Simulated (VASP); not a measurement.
# SrAgO3 (Pm-3m) in VASP: further runs

Runs on SrAgO3. Level: LDA. Tasks: single point, relaxation of cell and atoms.

All numbers are computed with VASP 6.6.1; they aren't measurements. Logs are shortened: lines on timing, memory, paths and dates and some standing lists are left out, and cuts for length are marked.

## 1. The cell of the first run

It takes space group Pm-3m (No. 221, cubic). Conventional cell: a = 3.974 Å, b = 3.974 Å, c = 3.974 Å, α = 90.00°, β = 90.00°, γ = 90.00°. Sr (site symmetry m-3m) has 12 O at 2.81 Å and 8 Ag at 3.44 Å within 3.7 Å. Ag (site symmetry m-3m) has 6 O at 1.99 Å within 2.6 Å. O (site symmetry 4/mmm) has 2 Ag at 1.99 Å within 2.6 Å.

## 2. Single point, LDA

The input, INCAR:

```
PREC     = Accurate       # precision mode
ENCUT    = 520            # plane-wave cutoff, eV
EDIFF    = 1E-6           # SCF threshold, eV
ISMEAR   = 0              # smearing method
SIGMA    = 0.05           # smearing width, eV
LREAL    = False          # projectors in reciprocal space
LASPH    = True           # aspherical terms in the spheres
NELM     = 60             # most SCF steps
ALGO     = Normal         # electronic algorithm
ISIF     = 2              # what is computed and relaxed
LWAVE    = False          # write WAVECAR
LCHARG   = True           # write CHGCAR
LELF     = True           # ELF
LVHAR    = True         
NBANDS   = 28             # bands
```

The input, KPOINTS:

```
regular mesh
0
Gamma
  11 11 11
```

The input, POSCAR:

```
SrAgO3
1.0
    3.9737014864      0.0000000000      0.0000000000
    0.0000000000      3.9737014864      0.0000000000
    0.0000000000      0.0000000000      3.9737014864
Sr Ag O
1 1 3
Direct
    0.0000000000      0.0000000000      0.0000000000
    0.5000000000      0.5000000000      0.5000000000
    0.5000000000      0.5000000000      0.0000000000
    0.5000000000      0.0000000000      0.5000000000
    0.0000000000      0.5000000000      0.5000000000
```

Potentials or basis: VASP PAW LDA potentials, release 64 (Sr_sv, Ag, O).

On the command line:

```
> cat potpaw_LDA.64/Sr_sv/POTCAR potpaw_LDA.64/Ag/POTCAR potpaw_LDA.64/O/POTCAR > POTCAR
> mpirun -np 1 vasp_std > vasp.out
```

OUTCAR:

```text
PREC = Accurate
   ENCUT = 520
   EDIFF = 1E-6
   ISMEAR = 0
   LREAL = False
   LASPH = True
   NELM = 60
   ISIF = 2

 ion  position               nearest neighbor table
   1  0.000  0.000  0.000-   3 2.81   4 2.81   5 2.81   4 2.81   5 2.81   3 2.81   5 2.81   5 2.81
                             3 2.81   4 2.81   4 2.81   3 2.81   2 3.44   2 3.44   2 3.44   2 3.44
   2  0.500  0.500  0.500-   3 1.99   4 1.99   5 1.99   3 1.99   4 1.99   5 1.99   1 3.44   1 3.44
                             1 3.44   1 3.44   1 3.44   1 3.44   1 3.44   1 3.44
   3  0.500  0.500  0.000-   2 1.99   2 1.99   1 2.81   1 2.81   1 2.81   1 2.81
   4  0.500  0.000  0.500-   2 1.99   2 1.99   1 2.81   1 2.81   1 2.81   1 2.81
   5  0.000  0.500  0.500-   2 1.99   2 1.99   1 2.81   1 2.81   1 2.81   1 2.81

  LATTYP: Found a simple cubic cell.
 ALAT       =     3.9737014864

  Lattice vectors:

 A1 = (   3.9737014864,   0.0000000000,   0.0000000000)
 A2 = (   0.0000000000,   3.9737014864,   0.0000000000)
 A3 = (   0.0000000000,   0.0000000000,   3.9737014864)

Analysis of symmetry for initial positions (statically):
=====================================================================
 Subroutine PRICEL returns:
 Original cell was already a primitive cell.

 Routine SETGRP: Setting up the symmetry group for a
 simple cubic supercell.

 Subroutine GETGRP returns: Found 48 space group operations
 (whereof 48 operations were pure point group operations)
 out of a pool of 48 trial point group operations.

The static configuration has the point symmetry O_h .

Analysis of symmetry for dynamics (positions and initial velocities):
=====================================================================
 Subroutine PRICEL returns:
 Original cell was already a primitive cell.

 Routine SETGRP: Setting up the symmetry group for a
 simple cubic supercell.

 Subroutine GETGRP returns: Found 48 space group operations
 (whereof 48 operations were pure point group operations)
 out of a pool of 48 trial point group operations.

The dynamic configuration has the point symmetry O_h .

 Subroutine INISYM returns: Found 48 space group operations
 (whereof 48 operations are pure point group operations),
 and found     1 'primitive' translations

----------------------------------------------------------------------------------------

                                     Primitive cell

  volume of cell :      62.7460

  direct lattice vectors                    reciprocal lattice vectors
     3.973701486  0.000000000  0.000000000     0.251654535  0.000000000  0.000000000
     0.000000000  3.973701486  0.000000000     0.000000000  0.251654535  0.000000000
     0.000000000  0.000000000  3.973701486     0.000000000  0.000000000  0.251654535

  length of vectors
     3.973701486  3.973701486  3.973701486     0.251654535  0.251654535  0.251654535

  position of ions in fractional coordinates (direct lattice)
     0.000000000  0.000000000  0.000000000
     0.500000000  0.500000000  0.500000000
     0.500000000  0.500000000  0.000000000
     0.500000000  0.000000000  0.500000000
     0.000000000  0.500000000  0.500000000

  ion indices of the primitive-cell ions
   primitive index   ion index
                 1           1
                 2           2
                 3           3
                 4           4
                 5           5

----------------------------------------------------------------------------------------

 KPOINTS: regular mesh

Automatic generation of k-mesh.
 Grid dimensions read from file:
 generate k-points for:   11   11   11

 Generating k-lattice:

  Cartesian coordinates                     Fractional coordinates (reciprocal lattice)
     0.022877685  0.000000000  0.000000000     0.090909091  0.000000000  0.000000000
     0.000000000  0.022877685  0.000000000     0.000000000  0.090909091  0.000000000
     0.000000000  0.000000000  0.022877685     0.000000000  0.000000000  0.090909091

  Length of vectors
     0.022877685  0.022877685  0.022877685

  Shift w.r.t. Gamma in fractional coordinates (k-lattice)
     0.000000000  0.000000000  0.000000000

 Subroutine IBZKPT returns following result:
 ===========================================

 Found     56 irreducible k-points:

 Following reciprocal coordinates:
            Coordinates               Weight
  0.000000  0.000000  0.000000      1.000000
  0.090909  0.000000  0.000000      6.000000
  0.181818  0.000000  0.000000      6.000000
  0.272727  0.000000  0.000000      6.000000
  0.363636  0.000000  0.000000      6.000000
  0.454545  0.000000  0.000000      6.000000
[... 16 lines left out ...]
  0.181818  0.090909  0.090909     24.000000
  0.272727  0.090909  0.090909     24.000000
 [... further k-points ...]
   k-points           NKPTS =     56   k-points in BZ     NKDIM =     56   number of bands    NBANDS=     28
   number of dos      NEDOS =    301   number of ions     NIONS =      5
   total plane-waves  NPLWV =  27000
   dimension x,y,z NGX =    30 NGY =   30 NGZ =   30
   dimension x,y,z NGXF=    60 NGYF=   60 NGZF=   60
   ions per type =               1   1   3
   NGX,Y,Z   is equivalent  to a cutoff of  12.55, 12.55, 12.55 a.u.
   NGXF,Y,Z  is equivalent  to a cutoff of  25.10, 25.10, 25.10 a.u.
 SYSTEM =  unknown system
   PREC   = accura    normal or accurate (medium, high low for compatibility)
   ISTART =      0    job   : 0-new  1-cont  2-samecut
   ICHARG =      2    charge: 1-file 2-atom 10-const
   ISPIN  =      1    spin polarized calculation?
   LNONCOLLINEAR =      F non collinear calculations
   LSORBIT =      F    spin-orbit coupling
   LASPH  =      T    aspherical Exc in radial PAW
   ENCUT  =  520.0 eV  38.22 Ry    6.18 a.u.   7.39  7.39  7.39*2*pi/ulx,y,z
   NELM   =     60;   NELMIN=  2; NELMDL= -5     # of ELM steps
   EDIFF  = 0.1E-05   stopping-criterion for ELM
   LREAL  =      F    real-space projection
   EDIFFG = 0.1E-04   stopping-criterion for IOM
   NSW    =      0    number of steps for IOM
   IBRION =     -1    ionic relax: 0-MD 1-quasi-New 2-CG
   NFREE  =      0    steps in history (QN), initial steepest desc. (CG)
   ISIF   =      2    stress and relaxation
   ISYM   =      2    0-nonsym 1-usesym 2-fastsym
   POTIM  = 0.5000    time-step for ionic-motion
   TEBEG  =    0.0;   TEEND  =   0.0 temperature during run
   PSTRESS=    0.0 pullay stress
   NELECT =      39.0000    total number of electrons
   NUPDOWN=      -1.0000    fix difference up-down
   EMIN   =  10.00;   EMAX   =-10.00  energy-range for DOS
   EFERMI =   0.00;   METHOD = LEGACY
   ISMEAR =     0;   SIGMA  =   0.05  broadening in eV -4-tet -1-fermi 0-gaus
   EFERMI_NEDOS =   21; number of points for ismear=-14 and -15
   IALGO  =     38    algorithm
   IMIX   =      4    mixing-type and parameters
     AMIX     =   0.40;   BMIX     =  1.00
     AMIX_MAG =   1.60;   BMIX_MAG =  1.00
  volume/ion in A,a.u.               =      12.55        84.69
  Fermi-wavevector in a.u.,A,eV,Ry     =   1.397122  2.640179 26.557906  1.951951
  Thomas-Fermi vector in A             =   2.520410
   LORBIT       =      0    0 simple, 1 ext, 2 COOP (PROOUT), +10 PAW based schemes
   GGA     = CA    functional components
   LHFCALC =     F    Hartree Fock is set to
   AEXX    =    0.0000 exact exchange contribution
   IVDW    =     0    specifies the selected vdW correction
   LEPSILON=     F    determine dielectric tensor
   LRPA    =     F    only Hartree local field effects (RPA)
 non-spin polarized calculation
 Gauss-broadening in eV      SIGMA  =   0.05
  energy-cutoff  :      520.00
  volume of cell :       62.75
 maximum number of plane-waves:      1743
 NGX is ok and might be reduce to    30
   NGX = 15   NGY = 15   NGZ = 15

 number of electron      38.9999984 magnetization

 Free energy of the ion-electron system (eV)
  ---------------------------------------------------
  ext. energy  EPLUGINS =         0.00000000
  ---------------------------------------------------
  free energy    TOTEN  =       -28.48670314 eV

  energy without entropy =      -28.47925270  energy(sigma->0) =      -28.48297792

 E-fermi :   3.3463     XC(G=0): -11.7517

 val. band max:        3.3456756411   @ k =   0.4545   0.4545   0.0909
 cond. band min:       3.3642280258   @ k =   0.4545   0.4545   0.1818
 fundamental gap:      0.0185523847
 Fermi energy:         3.3462649041

 k-point     1 :       0.0000    0.0000    0.0000
  band No.  band energies     occupation
      1     -28.8268      2.00000
      2     -14.0250      2.00000
      3     -12.9884      2.00000
      4     -12.9884      2.00000
      5     -10.9171      2.00000
      6     -10.9171      2.00000
[... 20 lines left out ...]
     27      11.5930      0.00000
     28      13.7394      0.00000

 k-point     2 :       0.0909    0.0000    0.0000
  band No.  band energies     occupation
      1     -28.8253      2.00000
      2     -14.0183      2.00000
      3     -12.9945      2.00000
      4     -12.9857      2.00000
      5     -10.9136      2.00000
      6     -10.9136      2.00000
[... 20 lines left out ...]
     27      11.6827      0.00000
     28      13.8544      0.00000

 k-point     3 :       0.1818    0.0000    0.0000
  band No.  band energies     occupation
      1     -28.8212      2.00000
      2     -14.0113      2.00000
      3     -12.9911      2.00000
      4     -12.9786      2.00000
      5     -10.9042      2.00000
      6     -10.9042      2.00000
[... 20 lines left out ...]
     27      11.9243      0.00000
     28      14.1743      0.00000

 k-point     4 :       0.2727    0.0000    0.0000
  band No.  band energies     occupation
      1     -28.8158      2.00000
      2     -14.0247      2.00000
      3     -12.9694      2.00000
      4     -12.9454      2.00000
      5     -10.8918      2.00000
      6     -10.8918      2.00000
[... 578 lines left out ...]
     27      11.7748      0.00000
     28      14.0674      0.00000

 k-point    23 :       0.1818    0.0909    0.0909
  band No.  band energies     occupation
      1     -28.8182      2.00000
      2     -13.9746      2.00000
      3     -13.0015      2.00000
      4     -12.9823      2.00000
      5     -10.8959      2.00000
      6     -10.8723      2.00000
[... 20 lines left out ...]
     27      12.0267      0.00000
     28      14.3549      0.00000

 k-point    24 :       0.2727    0.0909    0.0909
  band No.  band energies     occupation
      1     -28.8130      2.00000
      2     -13.9685      2.00000
      3     -12.9716      2.00000
      4     -12.9665      2.00000
      5     -10.8955      2.00000
      6     -10.8471      2.00000
[... 20 lines left out ...]
     27      12.3879      0.00000
     28      14.7383      0.00000

 [... further k-points ...]

------------------------ aborting loop because EDIFF is reached ----------------------------------------

  FORCE on cell =-STRESS in cart. coord.  units (eV):
  Direction    XX          YY          ZZ          XY          YZ          ZX
  --------------------------------------------------------------------------------------
  -------------------------------------------------------------------------------------
  Total        0.2343849      0.2343849      0.2343849     -0.0000000      0.0000000     -0.0000000
  in kB        5.9848677      5.9848677      5.9848677     -0.0000000      0.0000000     -0.0000000
  external PRESSURE =       5.9848677 kB  Pullay stress =       0.0000000 kB

 VOLUME and BASIS-vectors are now :
 -----------------------------------------------------------------------------
  energy-cutoff  :      520.00
  volume of cell :       62.75
      direct lattice vectors                 reciprocal lattice vectors
     3.973701486  0.000000000  0.000000000     0.251654535  0.000000000  0.000000000
     0.000000000  3.973701486  0.000000000     0.000000000  0.251654535  0.000000000
     0.000000000  0.000000000  3.973701486     0.000000000  0.000000000  0.251654535

 POSITION                                       TOTAL-FORCE (eV/Angst)
 -----------------------------------------------------------------------------------
      0.00000      0.00000      0.00000         0.000000      0.000000      0.000000
      1.98685      1.98685      1.98685         0.000000      0.000000      0.000000
      1.98685      1.98685      0.00000         0.000000      0.000000      0.000000
      1.98685      0.00000      1.98685         0.000000      0.000000      0.000000
      0.00000      1.98685      1.98685         0.000000      0.000000      0.000000
 -----------------------------------------------------------------------------------
    total drift:                                0.000000      0.000000     -0.000000

  FREE ENERGIE OF THE ION-ELECTRON SYSTEM (eV)
  ---------------------------------------------------
  free  energy   TOTEN  =       -28.4867031450 eV

  energy  without entropy=      -28.4792527018  energy(sigma->0) =      -28.48297792
```

Wall time 75 s (1 thread of Oxide Virtual Turin-like, shared host); peak memory 0.19 GiB.

Results:

```
Free energy            : -28.4867 eV
Pressure               : 0.6 GPa
Band gap on the k mesh : zero (an odd number of electrons rules out a gap without spin polarisation)
```

Caveat: an odd number of electrons without spin polarisation forces a metal; a magnetic or distorted state may lie lower.

## 3. Relaxation of cell and atoms, LDA

This run uses another cell than the first one, of 13.89 Å³/atom.

The input, INCAR:

```
PREC = Accurate
ENCUT = 600
EDIFF = 1E-6
ISMEAR = 0
SIGMA = 0.05
LREAL = False
LASPH = True
NELM = 60
ALGO = Normal
ISIF = 3
LWAVE = False
LCHARG = False
IBRION = 2
NSW = 50
EDIFFG = -0.01
```

The input, KPOINTS:

```
Automatic mesh
0
Gamma
  11 11 11
```

POSCAR, as its differences from that of step 2:

```diff
@@ -2,5 +2,5 @@
 1.0
-    3.9737014864      0.0000000000      0.0000000000
-    0.0000000000      3.9737014864      0.0000000000
-    0.0000000000      0.0000000000      3.9737014864
+    4.1102480000      0.0000000000      0.0000000000
+    0.0000000000      4.1102480000      0.0000000000
+    0.0000000000      0.0000000000      4.1102480000
 Sr Ag O
```

Potentials or basis: VASP PAW LDA potentials, release 64 (Sr_sv, Ag, O).

On the command line:

```
> cat potpaw_LDA.64/Sr_sv/POTCAR potpaw_LDA.64/Ag/POTCAR potpaw_LDA.64/O/POTCAR > POTCAR
> mpirun -np 1 vasp_std > vasp.out
```

Run time: 5.5 min. Hardware: 1 thread of Oxide Virtual Turin-like, shared host; peak memory 0.23 GiB.

It converged, with:

| Item | Value |
| --- | --- |
| Free energy | -28.5066 eV |
| Relaxed volume | 12.58 Å³/atom |
| Relaxed cell | a = 3.977 Å, b = 3.977 Å, c = 3.977 Å, α = 90.00°, β = 90.00°, γ = 90.00° |
| Space group after relaxing (to 0.1 Å) | Pm-3m (No. 221) |
| Energy gained by relaxing | 50.3 meV/atom |
| Ionic steps | 3 |
| Pressure after relaxing | 0.0 GPa |
| Band gap on the k mesh | zero (an odd number of electrons rules out a gap without spin polarisation) |

The path:
| step | energy change (eV) | largest force (eV/Å) | pressure (GPa) | volume (Å³) |
| --- | --- | --- | --- | --- |
| 1 | 0.0000 | 0.0000 | -11.36 | 69.44 |
| 2 | -0.1885 | 0.0000 | 7.22 | 60.01 |
| 3 | -0.2516 | 0.0000 | 0.00 | 62.91 |

Final structure:
```cif
data_structure
_symmetry_space_group_name_H-M 'P 1'
_symmetry_Int_Tables_number 1
_cell_length_a 3.9771
_cell_length_b 3.9771
_cell_length_c 3.9771
_cell_angle_alpha 90.000
_cell_angle_beta 90.000
_cell_angle_gamma 90.000
_cell_volume 62.91
loop_
_atom_site_label
_atom_site_type_symbol
_atom_site_fract_x
_atom_site_fract_y
_atom_site_fract_z
_atom_site_occupancy
Sr1 Sr 0.00000 0.00000 0.00000 1
Ag1 Ag 0.50000 0.50000 0.50000 1
O1 O 0.50000 0.50000 0.00000 1
O2 O 0.50000 0.00000 0.50000 1
O3 O 0.00000 0.50000 0.50000 1
```

Levels at points of the mesh, in eV from the Fermi level:
| k point | band 17 | band 18 | band 19 | band 20 | band 21 | band 22 | band 23 |
| --- | --- | --- | --- | --- | --- | --- | --- |
| (0.00, 0.00, 0.00) | -0.98 | -0.98 | -0.61 | -0.61 | -0.61 | 5.61 | 5.61 |

Caveat: an odd number of electrons without spin polarisation forces a metal; a magnetic or distorted state may lie lower.
